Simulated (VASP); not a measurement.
# NaH (Fm-3m) in VASP: notebook, part 2 of 2

VASP 6.6.1.

### Step 4. Relaxation of cell and atoms, r2SCAN, target pressure 2 GPa, at which the enthalpy is minimised

Input file POSCAR:

```
NaH
1.0
    2.3972153351      2.3972153351      0.0000000000
   -2.3972153351      2.3972153351      0.0000000000
    0.0000000000      2.3972153351      2.3972153351
Na H
1 1
Direct
    0.0000000000      0.0000000000      0.0000000000
    0.5000000000      0.5000000000      0.0000000000
```

Input file INCAR.step1:

```
SYSTEM = NaH
  ALGO = Normal
  EDIFF = 1E-4
  ENCUT = 600
  GGA = PE
  ISMEAR = 0
  LASPH = .TRUE.
  LCHARG = .FALSE.
  LREAL = .FALSE.
  LWAVE = .TRUE.
  NELM = 100
  PREC = Accurate
  SIGMA = 0.01
```

Input file INCAR.step2:

```
SYSTEM = NaH
  ALGO = Normal
  EDIFF = 1E-6
  EDIFFG = -0.002
  ENCUT = 600
  IBRION = 2
  ISIF = 3
  ISMEAR = 0
  ISTART = 1
  LASPH = .TRUE.
  LCHARG = .FALSE.
  LMIXTAU = .TRUE.
  LREAL = .FALSE.
  LWAVE = .FALSE.
  METAGGA = R2SCAN
  NELM = 100
  NSW = 100
  PREC = Accurate
  PSTRESS = 20.0
  SIGMA = 0.01
```

Input file KPOINTS:

```
k-points
0
G
  8 8 8
  0 0 0
```

Potentials or basis: VASP PAW PBE potentials, release 64 (Na_pv, H).

Run with:

```bash
> cat potpaw_PBE.64/Na_pv/POTCAR potpaw_PBE.64/H/POTCAR > POTCAR
> cp INCAR.step1 INCAR
> mpirun -np 1 vasp_std > vasp.out
> cp INCAR.step2 INCAR
> mpirun -np 1 vasp_std > vasp.out
```

OUTCAR:

```text
SYSTEM = NaH
   EDIFF = 1E-6
   EDIFFG = -0.002
   ENCUT = 600
   IBRION = 2
   ISIF = 3
   ISMEAR = 0
   ISTART = 1
   LASPH = .TRUE.
   LREAL = .FALSE.
   METAGGA = R2SCAN
   NELM = 100
   NSW = 100
   PREC = Accurate
   PSTRESS = 20.0

 ion  position               nearest neighbor table
   1  0.000  0.000  0.000-
   2  0.500  0.500  0.000-

  LATTYP: Found a face centered cubic cell.
 ALAT       =     4.7944306702

  Lattice vectors:

 A1 = (   0.0000000000,   2.3972153351,   2.3972153351)
 A2 = (   2.3972153351,   0.0000000000,   2.3972153351)
 A3 = (   2.3972153351,   2.3972153351,   0.0000000000)

Analysis of symmetry for initial positions (statically):
=====================================================================
[... 372 lines left out ...]

 E-fermi :  -1.0074     XC(G=0):  -8.5313

 val. band max:       -1.1186747008   @ k =   0.5000   0.5000   0.2500
 cond. band min:       3.4419871655   @ k =   0.5000   0.0000   0.0000
 fundamental gap:      4.5606618663
 Fermi energy:        -1.0073706018

 k-point     1 :       0.0000    0.0000    0.0000
  band No.  band energies     occupation
      1     -23.8312      2.00000
      2     -23.8310      2.00000
      3     -23.8308      2.00000
      4      -4.9627      2.00000
      5      11.3139      0.00000
      6      16.0343      0.00000
      7      16.0349      0.00000
      8      16.0356      0.00000
[... 243 lines left out ...]
 k-point    24 :       0.5000    0.2500    0.1250
  band No.  band energies     occupation
      1     -23.9376      2.00000
      2     -23.8763      2.00000
      3     -23.8553      2.00000
      4      -1.6097      2.00000
      5       4.2873      0.00000
      6       7.7651      0.00000
      7      11.3927      0.00000
      8      15.9160      0.00000

 [... further k-points ...]

------------------------ aborting loop because EDIFF is reached ----------------------------------------

  FORCE on cell =-STRESS in cart. coord.  units (eV):
  Direction    XX          YY          ZZ          XY          YZ          ZX
  --------------------------------------------------------------------------------------
  -------------------------------------------------------------------------------------
  Total        0.3171634      0.3171634      0.3171634     -0.0000000      0.0000000     -0.0000000
  in kB       19.9902096     19.9902096     19.9902096     -0.0000000      0.0000000     -0.0000000
  external PRESSURE =      -0.0097904 kB  Pullay stress =      20.0000000 kB
[... 21 lines left out ...]
  energy  without entropy=       -7.5931956473  energy(sigma->0) =       -7.59319565

  enthalpy is  TOTEN    =        -7.2758768644 eV   P V=        0.3173187829

 reached required accuracy - stopping structural energy minimisation
```

OUTCAR.step1:

```text
SYSTEM = NaH
   EDIFF = 1E-4
   ENCUT = 600
   GGA = PE
   ISMEAR = 0
   LASPH = .TRUE.
   LREAL = .FALSE.
[... 484 lines left out ...]
      0.00000      0.00000      0.00000         0.000000      0.000000      0.000000
      0.00000      2.39722      0.00000        -0.000000     -0.000000      0.000000
 -----------------------------------------------------------------------------------
    total drift:                                0.000000      0.000000     -0.000000

  FREE ENERGIE OF THE ION-ELECTRON SYSTEM (eV)
  ---------------------------------------------------
  free  energy   TOTEN  =        -5.0866623712 eV

  energy  without entropy=       -5.0866623712  energy(sigma->0) =       -5.08666237
```

OSZICAR.step1:

```text
N       E                     dE             d eps       ncg     rms          rms(c)
DAV:   1     0.193816856542E+02    0.19382E+02   -0.51905E+03   464   0.113E+03
DAV:   2    -0.498319898764E+01   -0.24365E+02   -0.24289E+02   512   0.140E+02
DAV:   3    -0.551389777750E+01   -0.53070E+00   -0.53070E+00   568   0.276E+01
DAV:   4    -0.551665652760E+01   -0.27588E-02   -0.27588E-02   616   0.195E+00
DAV:   5    -0.551666831910E+01   -0.11792E-04   -0.11792E-04   576   0.911E-02    0.321E+00
DAV:   6    -0.517610431359E+01    0.34056E+00   -0.40198E-01   504   0.389E+00    0.149E+00
DAV:   7    -0.508220638317E+01    0.93898E-01   -0.38647E-01   496   0.297E+00    0.342E-01
DAV:   8    -0.508666156605E+01   -0.44552E-02   -0.94623E-03   512   0.129E+00    0.633E-02
DAV:   9    -0.508668344848E+01   -0.21882E-04   -0.12695E-03   504   0.475E-01    0.212E-02
DAV:  10    -0.508666237123E+01    0.21077E-04   -0.59434E-05   280   0.665E-02
   1 F= -.50866624E+01 E0= -.50866624E+01  d E =-.112044E-75
```

Wall time 92 s (1 thread of AMD EPYC 9R45 (Zen 5), shared host); peak memory 0.13 GiB.

What came out:

```yaml
Free_energy: -7.5932 eV
Relaxed_volume: 12.71 Å³/atom
Relaxed_cell: a = 3.300 Å, b = 3.300 Å, c = 3.300 Å, α = 60.00°, β = 60.00°, γ = 90.00°
Space_group_after_relaxing_to_0.1_Å: Fm-3m (No. 225)
Energy_change_on_relaxing_the_run_minimises_the_enthalpy: +5.1 meV/atom
Ionic_steps: 6
Pressure_after_relaxing: 2.0 GPa
Band_gap_on_the_k_mesh: 4.56 eV (least direct gap 5.44 eV)
```

The path:
| step | energy change (eV) | largest force (eV/Å) | pressure (GPa) | volume (Å³) |
| --- | --- | --- | --- | --- |
| 1 | 0.0000 | 0.0000 | -0.31 | 27.55 |
| 2 | 0.0001 | 0.0000 | 0.59 | 26.77 |
| 3 | 0.0024 | 0.0000 | 1.14 | 26.28 |
| 4 | 0.0113 | 0.0000 | 2.14 | 25.33 |
| 5 | 0.0098 | 0.0000 | 1.96 | 25.46 |
| 6 | 0.0103 | 0.0000 | 2.00 | 25.42 |

Final structure:
```
Na H
1.0
     2.33372    2.33372    0.00000
    -2.33372    2.33372    0.00000
     0.00000    2.33372    2.33372
Na H
1 1
Direct
  0.00000 0.00000 0.00000
  0.50000 0.50000 0.00000
```

Levels at points of the mesh, in eV from the valence-band top:
| k point | band 1 | band 2 | band 3 | band 4 | band 5 | band 6 | band 7 | band 8 |
| --- | --- | --- | --- | --- | --- | --- | --- | --- |
| (0.00, 0.00, 0.00) | -22.71 | -22.71 | -22.71 | -3.84 | 12.43 | 17.15 | 17.15 | 17.15 |
| (0.50, 0.00, 0.00) | -22.84 | -22.73 | -22.73 | -0.88 | 4.56 | 12.46 | 14.58 | 14.58 |
| (0.50, 0.50, 0.00) | -22.82 | -22.75 | -22.75 | -0.19 | 5.43 | 11.11 | 12.08 | 12.08 |

Caveat: the cell is relaxed towards a set pressure, so the run minimises the enthalpy, not the energy; the PAW data sets were made with another functional, which shifts forces and pressure a little.

### Step 5. Relaxation of cell and atoms, r2SCAN, target pressure 4 GPa, at which the enthalpy is minimised

POSCAR is that of step 4.

Input file INCAR.step1:

```
SYSTEM = NaH
ALGO     = Normal         ! electronic algorithm
EDIFF    = 1E-4           ! SCF threshold, eV
ENCUT    = 600            ! plane-wave cutoff, eV
GGA      = PE             ! functional
ISMEAR   = 0              ! smearing method
LASPH    = .TRUE.         ! aspherical terms in the spheres
LCHARG   = .FALSE.        ! write CHGCAR
LREAL    = .FALSE.        ! projectors in reciprocal space
LWAVE    = .TRUE.         ! write WAVECAR
NELM     = 60             ! most SCF steps
PREC     = Accurate       ! precision mode
SIGMA    = 0.01           ! smearing width, eV
```

Input file INCAR.step2:

```
SYSTEM = NaH
ALGO     = Normal         ! electronic algorithm
EDIFF    = 1E-6           ! SCF threshold, eV
EDIFFG   = -0.002         ! ionic threshold
ENCUT    = 600            ! plane-wave cutoff, eV
IBRION   = 2              ! ionic algorithm
ISIF     = 3              ! what is computed and relaxed
ISMEAR   = 0              ! smearing method
ISTART   = 1            
LASPH    = .TRUE.         ! aspherical terms in the spheres
LCHARG   = .FALSE.        ! write CHGCAR
LMIXTAU  = .TRUE.       
LREAL    = .FALSE.        ! projectors in reciprocal space
LWAVE    = .FALSE.        ! write WAVECAR
METAGGA  = R2SCAN         ! meta-GGA
NELM     = 60             ! most SCF steps
NSW      = 100            ! ionic steps
PREC     = Accurate       ! precision mode
PSTRESS  = 40.0         
SIGMA    = 0.01           ! smearing width, eV
```

KPOINTS is that of step 4.

Potentials or basis: VASP PAW PBE potentials, release 64 (Na_pv, H).

Run with:

```bash
> cat potpaw_PBE.64/Na_pv/POTCAR potpaw_PBE.64/H/POTCAR > POTCAR
> cp INCAR.step1 INCAR
> mpirun -np 1 vasp_std > vasp.out
> cp INCAR.step2 INCAR
> mpirun -np 1 vasp_std > vasp.out
```

OUTCAR:

```text
SYSTEM = NaH
   EDIFF = 1E-6
   EDIFFG = -0.002
   ENCUT = 600
   IBRION = 2
   ISIF = 3
   ISMEAR = 0
   ISTART = 1
   LASPH = .TRUE.
   LREAL = .FALSE.
   METAGGA = R2SCAN
   NELM = 60
   NSW = 100
   PREC = Accurate
   PSTRESS = 40.0

 ion  position               nearest neighbor table
   1  0.000  0.000  0.000-
   2  0.500  0.500  0.000-

  LATTYP: Found a face centered cubic cell.
 ALAT       =     4.7944306702

  Lattice vectors:

 A1 = (   0.0000000000,   2.3972153351,   2.3972153351)
 A2 = (   2.3972153351,   0.0000000000,   2.3972153351)
 A3 = (   2.3972153351,   2.3972153351,   0.0000000000)

Analysis of symmetry for initial positions (statically):
=====================================================================
[... 372 lines left out ...]

 E-fermi :  -0.8778     XC(G=0):  -8.7337

 val. band max:       -0.9367649841   @ k =   0.5000   0.5000   0.2500
 cond. band min:       3.7219358304   @ k =   0.5000   0.0000   0.0000
 fundamental gap:      4.6587008144
 Fermi energy:        -0.8778288013

 k-point     1 :       0.0000    0.0000    0.0000
  band No.  band energies     occupation
      1     -23.5619      2.00000
      2     -23.5617      2.00000
      3     -23.5615      2.00000
      4      -4.9309      2.00000
      5      12.0161      0.00000
      6      16.6230      0.00000
      7      16.6237      0.00000
      8      16.6243      0.00000
[... 243 lines left out ...]
 k-point    24 :       0.5000    0.2500    0.1250
  band No.  band energies     occupation
      1     -23.6882      2.00000
      2     -23.6151      2.00000
      3     -23.5903      2.00000
      4      -1.4382      2.00000
      5       4.5958      0.00000
      6       8.1699      0.00000
      7      11.9432      0.00000
      8      16.6546      0.00000

 [... further k-points ...]

------------------------ aborting loop because EDIFF is reached ----------------------------------------

  FORCE on cell =-STRESS in cart. coord.  units (eV):
  Direction    XX          YY          ZZ          XY          YZ          ZX
  --------------------------------------------------------------------------------------
  -------------------------------------------------------------------------------------
  Total        0.5989818      0.5989818      0.5989818      0.0000000     -0.0000000      0.0000000
  in kB       39.7502768     39.7502768     39.7502768      0.0000000     -0.0000000      0.0000000
  external PRESSURE =      -0.2497232 kB  Pullay stress =      40.0000000 kB
[... 21 lines left out ...]
  energy  without entropy=       -7.5709782058  energy(sigma->0) =       -7.57097821

  enthalpy is  TOTEN    =        -6.9682334362 eV   P V=        0.6027447696

 reached required accuracy - stopping structural energy minimisation
```

OUTCAR.step1:

```text
SYSTEM = NaH
   EDIFF = 1E-4
   ENCUT = 600
   GGA = PE
   ISMEAR = 0
   LASPH = .TRUE.
   LREAL = .FALSE.
[... 484 lines left out ...]
      0.00000      0.00000      0.00000         0.000000      0.000000      0.000000
      0.00000      2.39722      0.00000        -0.000000     -0.000000      0.000000
 -----------------------------------------------------------------------------------
    total drift:                                0.000000      0.000000     -0.000000

  FREE ENERGIE OF THE ION-ELECTRON SYSTEM (eV)
  ---------------------------------------------------
  free  energy   TOTEN  =        -5.0866623712 eV

  energy  without entropy=       -5.0866623712  energy(sigma->0) =       -5.08666237
```

It took 1.7 min on 1 thread of AMD EPYC 9R45 (Zen 5), shared host; peak memory 0.13 GiB.

What came out:

| Quantity | Value |
| --- | --- |
| Free energy | -7.5710 eV |
| Relaxed volume | 12.07 Å³/atom |
| Relaxed cell | a = 3.244 Å, b = 3.244 Å, c = 3.244 Å, α = 60.00°, β = 60.00°, γ = 90.00° |
| Space group after relaxing (to 0.1 Å) | Fm-3m (No. 225) |
| Energy change on relaxing (the run minimises the enthalpy) | +16.2 meV/atom |
| Ionic steps | 6 |
| Pressure after relaxing | 4.0 GPa |
| Band gap on the k mesh | 4.66 eV (least direct gap 5.55 eV) |

Step by step:
```tsv
step	energy change (eV)	largest force (eV/Å)	pressure (GPa)	volume (Å³)
1	0.0000	0.0000	-0.31	27.55
2	0.0036	0.0000	1.31	26.10
3	0.0176	0.0000	2.70	24.89
4	0.0832	0.0000	6.71	22.59
5	0.0341	0.0000	4.10	24.08
6	0.0325	0.0000	3.98	24.14
```

Final structure:
```cif
data_structure
_symmetry_space_group_name_H-M 'P 1'
_symmetry_Int_Tables_number 1
_cell_length_a 3.2441
_cell_length_b 3.2441
_cell_length_c 3.2441
_cell_angle_alpha 60.000
_cell_angle_beta 60.000
_cell_angle_gamma 90.000
_cell_volume 24.14
loop_
_atom_site_label
_atom_site_type_symbol
_atom_site_fract_x
_atom_site_fract_y
_atom_site_fract_z
_atom_site_occupancy
Na1 Na 0.00000 0.00000 0.00000 1
H1 H 0.50000 0.50000 0.00000 1
```

Levels at points of the mesh, in eV from the valence-band top:
```csv
k point,band 1,band 2,band 3,band 4,band 5,band 6,band 7,band 8
"(0.00, 0.00, 0.00)",-22.63,-22.62,-22.62,-3.99,12.95,17.56,17.56,17.56
"(0.50, 0.00, 0.00)",-22.78,-22.64,-22.64,-0.89,4.66,12.86,14.92,14.92
"(0.50, 0.50, 0.00)",-22.76,-22.67,-22.67,-0.21,5.56,11.31,12.45,12.45
```

Caveat: the cell is relaxed towards a set pressure, so the run minimises the enthalpy, not the energy; the PAW data sets were made with another functional, which shifts forces and pressure a little. A k mesh can miss the band edges.

### Step 6. The runs side by side

```tsv
task	cell	k mesh	cutoff (eV)	smearing	gap on the mesh (eV)	pressure (GPa)
single point	a = 3.390 Å, angles 60.0, 60.0, 90.0°, 2 atoms	12 × 12 × 12	520	fermi-dirac 0.08 eV	4.41	-0.3
relaxation of cell and atoms	relaxed to -2 GPa from a = 3.390 Å, angles 60.0, 60.0, 90.0°, 2 atoms	8 × 8 × 8	600	gaussian 0.01 eV	4.26	-2.0
relaxation of cell and atoms	relaxed to 2 GPa from a = 3.390 Å, angles 60.0, 60.0, 90.0°, 2 atoms	8 × 8 × 8	600	gaussian 0.01 eV	4.56	2.0
relaxation of cell and atoms	relaxed to 4 GPa from a = 3.390 Å, angles 60.0, 60.0, 90.0°, 2 atoms	8 × 8 × 8	600	gaussian 0.01 eV	4.66	4.0
```

Alike in all rows: level r2SCAN; potentials or basis VASP PAW PBE potentials, release 64 (Na_pv, H); no spin polarisation.

Caveats: the PAW data sets were made with another functional, which shifts forces and pressure a little; the cell is relaxed towards a set pressure, so the run minimises the enthalpy, not the energy (at least some runs).

Absolute energies hang on the potentials; compare differences alone.
